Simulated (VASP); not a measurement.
# Pt (P6_3/mmc) in VASP: further runs

The runs below take Pt through single point, with PBEsol+D4.

All numbers are computed with VASP 6.6.1; they aren't measurements. Logs are shortened: lines on timing, memory, paths and dates and some standing lists are left out, and cuts for length are marked.

**1. The cell of the first run**

The structure is hexagonal, space group P6_3/mmc (No. 194). Conventional cell: a = 2.761 Å, b = 2.761 Å, c = 4.792 Å, α = 90.00°, β = 90.00°, γ = 120.00°. Pt (site symmetry -6m2) has 12 Pt at 2.76 to 2.88 Å within 3.6 Å.

**2. Single point, PBEsol+D4**

INCAR reads:

```
PREC = Accurate
ENCUT = 520
EDIFF = 1E-6
ISMEAR = -1
SIGMA = 0.1
LREAL = False
LASPH = True
NELM = 80
ALGO = Normal
ISIF = 2
LWAVE = False
LCHARG = False
GGA = PS
IVDW = 13
NBANDS = 17
```

KPOINTS reads:

```
Automatic mesh
0
Gamma
  3 3 2
```

POSCAR reads:

```
Pt
1.0
    2.7606660000      0.0000000000      0.0000000000
   -1.3803330000      2.3908068874      0.0000000000
    0.0000000000      0.0000000000      4.7921340000
Pt
2
Direct
    0.6666670000      0.3333330000      0.7500000000
    0.3333330000      0.6666670000      0.2500000000
```

Potentials or basis: VASP PAW PBE potentials, release 64 (Pt).

Started as:

```sh
> cat potpaw_PBE.64/Pt/POTCAR > POTCAR
> mpirun -np 1 vasp_std > vasp.out
```

OUTCAR:

```text
PREC = Accurate
   ENCUT = 520
   EDIFF = 1E-6
   ISMEAR = -1
   LREAL = False
   LASPH = True
   NELM = 80
   ISIF = 2
   GGA = PS
   IVDW = 13

 ion  position               nearest neighbor table
   1  0.667  0.333  0.750-   2 2.88   2 2.88   2 2.88   2 2.88   2 2.88   2 2.88
   2  0.333  0.667  0.250-   1 2.88   1 2.88   1 2.88   1 2.88   1 2.88   1 2.88

  LATTYP: Found a hexagonal cell.
 ALAT       =     2.7606660000
 C/A-ratio  =     1.7358615638

  Lattice vectors:

 A1 = (   2.7606660000,   0.0000000000,   0.0000000000)
 A2 = (  -1.3803330000,   2.3908068874,   0.0000000000)
 A3 = (   0.0000000000,   0.0000000000,   4.7921340000)

Analysis of symmetry for initial positions (statically):
=====================================================================
 Subroutine PRICEL returns:
 Original cell was already a primitive cell.

 Routine SETGRP: Setting up the symmetry group for a
 hexagonal supercell.

 Subroutine GETGRP returns: Found 24 space group operations
 (whereof 12 operations were pure point group operations)
 out of a pool of 24 trial point group operations.

The static configuration has the point symmetry D_3d.
 The point group associated with its full space group is D_6h.

Analysis of symmetry for dynamics (positions and initial velocities):
=====================================================================
 Subroutine PRICEL returns:
 Original cell was already a primitive cell.

 Routine SETGRP: Setting up the symmetry group for a
 hexagonal supercell.

 Subroutine GETGRP returns: Found 24 space group operations
 (whereof 12 operations were pure point group operations)
 out of a pool of 24 trial point group operations.

The dynamic configuration has the point symmetry D_3d.
 The point group associated with its full space group is D_6h.

 Subroutine INISYM returns: Found 24 space group operations
 (whereof 12 operations are pure point group operations),
 and found     1 'primitive' translations

----------------------------------------------------------------------------------------

                                     Primitive cell

  volume of cell :      31.6291

  direct lattice vectors                    reciprocal lattice vectors
     2.760666000  0.000000000  0.000000000     0.362231433  0.209134415  0.000000000
    -1.380333000  2.390806887  0.000000000     0.000000000  0.418268830  0.000000000
     0.000000000  0.000000000  4.792134000     0.000000000  0.000000000  0.208675300

  length of vectors
     2.760666000  2.760666000  4.792134000     0.418268830  0.418268830  0.208675300

  position of ions in fractional coordinates (direct lattice)
     0.666667000  0.333333000  0.750000000
     0.333333000  0.666667000  0.250000000

  ion indices of the primitive-cell ions
   primitive index   ion index
                 1           1
                 2           2

----------------------------------------------------------------------------------------

 KPOINTS: Automatic mesh

Automatic generation of k-mesh.
 Grid dimensions read from file:
 generate k-points for:    3    3    2

 Generating k-lattice:

  Cartesian coordinates                     Fractional coordinates (reciprocal lattice)
     0.120743811  0.069711472  0.000000000     0.333333333  0.000000000  0.000000000
     0.000000000  0.139422943  0.000000000     0.000000000  0.333333333  0.000000000
     0.000000000  0.000000000  0.104337650     0.000000000  0.000000000  0.500000000

  Length of vectors
     0.139422943  0.139422943  0.104337650

  Shift w.r.t. Gamma in fractional coordinates (k-lattice)
     0.000000000  0.000000000  0.000000000

 Subroutine IBZKPT returns following result:
 ===========================================

 Found      6 irreducible k-points:

 Following reciprocal coordinates:
            Coordinates               Weight
  0.000000  0.000000  0.000000      1.000000
  0.333333 -0.000000  0.000000      6.000000
  0.333333  0.333333  0.000000      2.000000
  0.000000  0.000000  0.500000      1.000000
  0.333333 -0.000000  0.500000      6.000000
  0.333333  0.333333  0.500000      2.000000
   k-points           NKPTS =      6   k-points in BZ     NKDIM =      6   number of bands    NBANDS=     17
   number of dos      NEDOS =    301   number of ions     NIONS =      2
   total plane-waves  NPLWV =  20736
   dimension x,y,z NGX =    24 NGY =   24 NGZ =   36
   dimension x,y,z NGXF=    48 NGYF=   48 NGZF=   72
   ions per type =               2
   NGX,Y,Z   is equivalent  to a cutoff of  14.45, 14.45, 12.49 a.u.
   NGXF,Y,Z  is equivalent  to a cutoff of  28.91, 28.91, 24.98 a.u.
 SYSTEM =  unknown system
   PREC   = accura    normal or accurate (medium, high low for compatibility)
   ISTART =      0    job   : 0-new  1-cont  2-samecut
   ICHARG =      2    charge: 1-file 2-atom 10-const
   ISPIN  =      1    spin polarized calculation?
   LNONCOLLINEAR =      F non collinear calculations
   LSORBIT =      F    spin-orbit coupling
   LASPH  =      T    aspherical Exc in radial PAW
   ENCUT  =  520.0 eV  38.22 Ry    6.18 a.u.   5.13  5.13  8.91*2*pi/ulx,y,z
   NELM   =     80;   NELMIN=  2; NELMDL= -5     # of ELM steps
   EDIFF  = 0.1E-05   stopping-criterion for ELM
   LREAL  =      F    real-space projection
[... 7 lines left out ...]
   TEBEG  =    0.0;   TEEND  =   0.0 temperature during run
   PSTRESS=    0.0 pullay stress
   NELECT =      20.0000    total number of electrons
   NUPDOWN=      -1.0000    fix difference up-down
   EMIN   =  10.00;   EMAX   =-10.00  energy-range for DOS
   EFERMI =   0.00;   METHOD = LEGACY
   ISMEAR =    -1;   SIGMA  =   0.10  broadening in eV -4-tet -1-fermi 0-gaus
   EFERMI_NEDOS =   21; number of points for ismear=-14 and -15
   IALGO  =     38    algorithm
   IMIX   =      4    mixing-type and parameters
     AMIX     =   0.40;   BMIX     =  1.00
     AMIX_MAG =   1.60;   BMIX_MAG =  1.00
  volume/ion in A,a.u.               =      15.81       106.72
  Fermi-wavevector in a.u.,A,eV,Ry     =   1.405149  2.655347 26.863939  1.974444
  Thomas-Fermi vector in A             =   2.527639
   LORBIT       =      0    0 simple, 1 ext, 2 COOP (PROOUT), +10 PAW based schemes
   GGA     = PS    functional components
   LHFCALC =     F    Hartree Fock is set to
   AEXX    =    0.0000 exact exchange contribution
   IVDW    =    13    specifies the selected vdW correction
   LEPSILON=     F    determine dielectric tensor
   LRPA    =     F    only Hartree local field effects (RPA)
 non-spin polarized calculation
  energy-cutoff  :      520.00
  volume of cell :       31.63
 maximum number of plane-waves:       858
 NGX is ok and might be reduce to    24
   NGX = 11   NGY = 11   NGZ = 17

 number of electron      20.0000005 magnetization

 Free energy of the ion-electron system (eV)
  ---------------------------------------------------
  ext. energy  EPLUGINS =         0.00000000
  ---------------------------------------------------
  free energy    TOTEN  =       -12.78582182 eV

  energy without entropy =      -12.53722627  energy(sigma->0) =      -12.66152405

 E-fermi :   9.8881     XC(G=0): -13.3576

 val. band max:        9.8275335150   @ k =   0.3333   0.3333   0.5000
 cond. band min:      10.0047582874   @ k =   0.3333  -0.0000   0.0000
 fundamental gap:      0.1772247724
 Fermi energy:         9.8880769235

 k-point     1 :       0.0000    0.0000    0.0000
  band No.  band energies     occupation
      1       0.4427      2.00000
      2       3.1798      2.00000
      3       6.0838      2.00000
      4       6.9406      2.00000
      5       6.9406      2.00000
      6       7.3119      2.00000
      7       7.3119      2.00000
      8       8.2002      2.00000
      9       8.2002      2.00000
     10       9.2632      1.99614
     11       9.7818      1.48631
     12       9.7818      1.48626
     13      14.6252      0.00000
     14      25.4389      0.00000
     15      25.8567      0.00000
     16      27.6332      0.00000
     17      31.0132      0.00000

 k-point     2 :       0.3333   -0.0000    0.0000
  band No.  band energies     occupation
      1       3.3134      2.00000
      2       4.2924      2.00000
      3       4.9689      2.00000
      4       6.3586      2.00000
      5       6.8154      2.00000
      6       7.0252      2.00000
      7       7.1620      2.00000
      8       9.0847      1.99935
      9       9.5077      1.95639
     10       9.7121      1.70624
     11      10.0048      0.47486
     12      14.9544      0.00000
     13      16.5721      0.00000
     14      19.1795      0.00000
     15      24.0811      0.00000
     16      24.8667      0.00000
     17      25.6125      0.00000

 k-point     3 :       0.3333    0.3333    0.0000
  band No.  band energies     occupation
      1       4.6589      2.00000
      2       5.4387      2.00000
      3       5.4387      2.00000
      4       6.0569      2.00000
      5       6.3847      2.00000
      6       6.3847      2.00000
      7       7.7970      2.00000
      8       9.3044      1.99418
      9       9.3653      1.98933
     10       9.3653      1.98933
     11      14.5778      0.00000
     12      14.5778      0.00000
     13      16.0306      0.00000
     14      22.0667      0.00000
     15      22.3015      0.00000
     16      22.3015      0.00000
     17      22.6172      0.00000

 k-point     4 :       0.0000    0.0000    0.5000
  band No.  band energies     occupation
      1       2.2506      2.00000
      2       2.2506      2.00000
      3       6.0107      2.00000
      4       6.0107      2.00000
      5       6.9143      2.00000
      6       6.9143      2.00000
      7       6.9143      2.00000
      8       6.9143      2.00000
      9       9.2453      1.99677
     10       9.2453      1.99677
     11       9.2453      1.99677
     12       9.2453      1.99677
     13      21.9777      0.00000
     14      21.9777      0.00000
     15      25.8177      0.00000
     16      25.8177      0.00000
     17      30.3941      0.00000

 k-point     5 :       0.3333   -0.0000    0.5000
  band No.  band energies     occupation
      1       3.8310      2.00000
      2       3.8310      2.00000
      3       5.2355      2.00000
      4       5.2355      2.00000
      5       7.7602      2.00000
      6       7.7602      2.00000
      7       8.2373      2.00000
      8       8.2373      2.00000
      9       9.8146      1.35183
     10       9.8146      1.35182
     11      10.0873      0.24003
     12      10.0873      0.24003
     13      20.4915      0.00000
     14      20.4915      0.00000
     15      24.2892      0.00000
     16      24.2892      0.00000
     17      27.5482      0.00000

 k-point     6 :       0.3333    0.3333    0.5000
  band No.  band energies     occupation
      1       4.9127      2.00000
      2       4.9127      2.00000
      3       5.6723      2.00000
      4       5.6723      2.00000
      5       6.6776      2.00000
      6       6.6776      2.00000
      7       7.8309      2.00000
      8       7.8309      2.00000
      9       9.8275      1.29380
     10       9.8275      1.29380
     11      16.6655      0.00000
     12      16.6655      0.00000
     13      16.7188      0.00000
     14      16.7188      0.00000
     15      18.9876      0.00000
     16      18.9876      0.00000
     17      27.6754      0.00000

------------------------ aborting loop because EDIFF is reached ----------------------------------------

  DFT-D4 for vdW energy calculation

  Edisp (eV):   -0.86380

  FORCE on cell =-STRESS in cart. coord.  units (eV):
  Direction    XX          YY          ZZ          XY          YZ          ZX
  --------------------------------------------------------------------------------------
  -------------------------------------------------------------------------------------
  Total       1.65141     1.65141    -7.79710     0.00000     0.00000    -0.00000
  in kB      83.65259    83.65259  -394.96284     0.00000     0.00000    -0.00000
  external pressure =      -75.89 kB  Pullay stress =        0.00 kB

 VOLUME and BASIS-vectors are now :
 -----------------------------------------------------------------------------
  energy-cutoff  :      520.00
  volume of cell :       31.63
      direct lattice vectors                 reciprocal lattice vectors
     2.760666000  0.000000000  0.000000000     0.362231433  0.209134415  0.000000000
    -1.380333000  2.390806887  0.000000000     0.000000000  0.418268830  0.000000000
     0.000000000  0.000000000  4.792134000     0.000000000  0.000000000  0.208675300

 POSITION                                       TOTAL-FORCE (eV/Angst)
 -----------------------------------------------------------------------------------
      1.38033      0.79693      3.59410         0.000000      0.000000      0.000000
     -0.00000      1.59387      1.19803        -0.000000     -0.000000      0.000000
 -----------------------------------------------------------------------------------
    total drift:                                0.000034     -0.000019      0.000043

  FREE ENERGIE OF THE ION-ELECTRON SYSTEM (eV)
  ---------------------------------------------------
  free  energy   TOTEN  =       -13.6496208140 eV

  energy  without entropy=      -13.4010252603  energy(sigma->0) =      -13.52532304
```

It took 4.6 s on 1 thread of AMD EPYC 9R14 (Zen 4), shared host; peak memory 0.12 GiB.

Results:

```yaml
Free_energy: -13.6496 eV
Pressure: -7.6 GPa
Band_gap_on_the_k_mesh: zero (band 10 reaches 9.83 eV, above the bottom of band 11 at 9.25 eV)
Dispersion_energy_per_atom: -0.432 eV
```

Levels at points of the mesh, in eV from the Fermi level:
```
           k point  band 8  band 9  band 10  band 11  band 12  band 13
(0.00, 0.00, 0.00)   -1.69   -1.69    -0.62    -0.11    -0.11     4.74
(0.00, 0.00, 0.50)   -2.97   -0.64    -0.64    -0.64    -0.64    12.09
```

Caveat: the k points lie up to 0.88 Å⁻¹ apart; the PAW data sets were made with another functional, which shifts forces and pressure a little; spin-orbit coupling is left out, which moves the levels of the heavy elements; pairwise dispersion overbinds metals, which lowers pressure and volume.

**3. Single point, PBEsol+D4**

INCAR reads:

```
SYSTEM = Pt
PREC = Accurate
ENCUT = 520
EDIFF = 1E-7
ISMEAR = -1
SIGMA = 0.1
LREAL = .False.
LASPH = .True.
NELM = 80
ALGO = Normal
ISIF = 2
LWAVE = .False.
LCHARG = .False.
GGA = PS
IVDW = 13
NBANDS = 17
```

KPOINTS reads:

```
regular mesh
0
Gamma
  4 4 2
  0 0 0
```

POSCAR is that of step 2.

Potentials or basis: VASP PAW PBE potentials, release 64 (Pt).

Started as:

```sh
> cat potpaw_PBE.64/Pt/POTCAR > POTCAR
> mpirun -np 1 vasp_std > vasp.out
```

OUTCAR:

```text
SYSTEM = Pt
   PREC = Accurate
   ENCUT = 520
   EDIFF = 1E-7
   ISMEAR = -1
   LREAL = .False.
   LASPH = .True.
   NELM = 80
   ISIF = 2
   GGA = PS
   IVDW = 13

 ion  position               nearest neighbor table
   1  0.667  0.333  0.750-   2 2.88   2 2.88   2 2.88   2 2.88   2 2.88   2 2.88
   2  0.333  0.667  0.250-   1 2.88   1 2.88   1 2.88   1 2.88   1 2.88   1 2.88

  LATTYP: Found a hexagonal cell.
 ALAT       =     2.7606660000
 C/A-ratio  =     1.7358615638

  Lattice vectors:

 A1 = (   2.7606660000,   0.0000000000,   0.0000000000)
 A2 = (  -1.3803330000,   2.3908068874,   0.0000000000)
[... 331 lines left out ...]

  Edisp (eV):   -0.86380

  FORCE on cell =-STRESS in cart. coord.  units (eV):
  Direction    XX          YY          ZZ          XY          YZ          ZX
  --------------------------------------------------------------------------------------
  -------------------------------------------------------------------------------------
  Total      -4.44036    -4.44036    -0.67464     0.00000    -0.00000     0.00000
  in kB    -224.92697  -224.92697   -34.17398     0.00000    -0.00000     0.00000
  external pressure =     -161.34 kB  Pullay stress =        0.00 kB

 VOLUME and BASIS-vectors are now :
 -----------------------------------------------------------------------------
  energy-cutoff  :      520.00
  volume of cell :       31.63
      direct lattice vectors                 reciprocal lattice vectors
     2.760666000  0.000000000  0.000000000     0.362231433  0.209134415  0.000000000
    -1.380333000  2.390806887  0.000000000     0.000000000  0.418268830  0.000000000
     0.000000000  0.000000000  4.792134000     0.000000000  0.000000000  0.208675300

 POSITION                                       TOTAL-FORCE (eV/Angst)
 -----------------------------------------------------------------------------------
      1.38033      0.79693      3.59410         0.000000     -0.000000      0.000000
     -0.00000      1.59387      1.19803        -0.000000      0.000000      0.000000
 -----------------------------------------------------------------------------------
    total drift:                                0.000037     -0.000022      0.000025

  FREE ENERGIE OF THE ION-ELECTRON SYSTEM (eV)
  ---------------------------------------------------
  free  energy   TOTEN  =       -14.8165996623 eV

  energy  without entropy=      -14.6677466234  energy(sigma->0) =      -14.74217314
```

OSZICAR:

```text
N       E                     dE             d eps       ncg     rms          rms(c)
DAV:   1     0.990544703334E+02    0.99054E+02   -0.10523E+04   272   0.115E+03
DAV:   2    -0.130578798063E+02   -0.11211E+03   -0.10613E+03   293   0.239E+02
DAV:   3    -0.149280148824E+02   -0.18701E+01   -0.18531E+01   353   0.315E+01
DAV:   4    -0.149369972546E+02   -0.89824E-02   -0.89815E-02   307   0.223E+00
DAV:   5    -0.149370928662E+02   -0.95612E-04   -0.95611E-04   339   0.240E-01    0.165E+01
DAV:   6    -0.140491653862E+02    0.88793E+00   -0.14121E+00   276   0.103E+01    0.842E+00
DAV:   7    -0.139609147518E+02    0.88251E-01   -0.22530E-01   305   0.411E+00    0.313E+00
DAV:   8    -0.139532646844E+02    0.76501E-02   -0.18458E-02   295   0.111E+00    0.706E-01
DAV:   9    -0.139528016689E+02    0.46302E-03   -0.30117E-04   312   0.155E-01    0.120E-01
DAV:  10    -0.139528012376E+02    0.43129E-06   -0.19260E-05   304   0.327E-02    0.349E-02
DAV:  11    -0.139528006016E+02    0.63605E-06   -0.42629E-07   321   0.527E-03    0.793E-03
DAV:  12    -0.139528006711E+02   -0.69558E-07   -0.49422E-08   162   0.205E-03
   1 F= -.14816600E+02 E0= -.14742173E+02  d E =-.148853E+00
```

stdout:

```text
POSCAR found type information on POSCAR Pt
 POSCAR found :  1 types and       2 ions
 scaLAPACK will be used
 -----------------------------------------------------------------------------
|                                                                             |
|                                                                             |
|     You enforced a specific xc type in the INCAR file but a different       |
|     I HOPE YOU KNOW WHAT YOU ARE DOING!                                     |
|                                                                             |
 -----------------------------------------------------------------------------

 LDA part: xc-table for (Slater+PW92), standard interpolation
 POSCAR, INCAR and KPOINTS ok, starting setup
 FFT: planning ... GRIDC
 FFT: planning ... GRID_SOFT
 FFT: planning ... GRID
 WAVECAR not read
 entering main loop
```

Run time: 5.1 s. Hardware: 1 thread of AMD EPYC 9R14 (Zen 4), shared host; peak memory 0.12 GiB.

What came out:

```yaml
Free_energy: -14.8166 eV
Pressure: -16.1 GPa
Band_gap_on_the_k_mesh: zero (band 10 reaches 10.57 eV, above the bottom of band 11 at 9.42 eV)
Dispersion_energy_per_atom: -0.432 eV
```

Caveat: the k points lie up to 0.66 Å⁻¹ apart; the PAW data sets were made with another functional, which shifts forces and pressure a little; spin-orbit coupling is left out, which moves the levels of the heavy elements; pairwise dispersion overbinds metals, which lowers pressure and volume.

[end of part 1 of 2]
